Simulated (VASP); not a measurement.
Here is a VASP 6.6.1 calculation.

The input INCAR:

```
SYSTEM = Lu3Sc2O
PREC     = Accurate       ! precision mode
ENCUT    = 520            ! plane-wave cutoff, eV
EDIFF    = 1E-6           ! SCF threshold, eV
ISMEAR   = 0              ! smearing method
SIGMA    = 0.1            ! smearing width, eV
LREAL    = .FALSE.        ! projectors in reciprocal space
LASPH    = .TRUE.         ! aspherical terms in the spheres
NELM     = 80             ! most SCF steps
ALGO     = Normal         ! electronic algorithm
ISIF     = 2              ! what is computed and relaxed
LWAVE    = .FALSE.        ! write WAVECAR
LCHARG   = .FALSE.        ! write CHGCAR
GGA      = PE             ! functional
NBANDS   = 60             ! bands
```

The input KPOINTS:

```
regular mesh
0
G
  6 6 2
  0 0 0
```

File POSCAR:

```
Lu3Sc2O
1.0
    5.0730976499      0.0000000000      0.0000000000
   -2.5365488250      4.3934314407      0.0000000000
    0.0000000000      0.0000000000      6.3746312984
Lu Sc O
3 2 1
Direct
    0.0000000000      0.0000000000      0.0000000000
    0.3333333333      0.6666666667      0.5000000000
    0.3333333333      0.6666666667      0.0000000000
    0.6666666667      0.3333333333      0.7717297881
    0.6666666667      0.3333333333      0.2282702119
    0.0000000000      0.0000000000      0.5000000000
```

Potentials or basis: VASP PAW PBE potentials, release 64 (Lu, Sc_sv, O).

Launch:

```console
$ cat potpaw_PBE.64/Lu/POTCAR potpaw_PBE.64/Sc_sv/POTCAR potpaw_PBE.64/O/POTCAR > POTCAR
$ mpirun -np 1 vasp_std > vasp.out
```

(1) What does it give for the largest force?

(2) Predict the pressure.

Answers

(1) 0.042 eV/Å.

(2) 0.3 GPa.

Caveat: the k points lie up to 0.49 Å⁻¹ apart; an odd number of electrons without spin polarisation forces a metal; a magnetic or distorted state may lie lower.
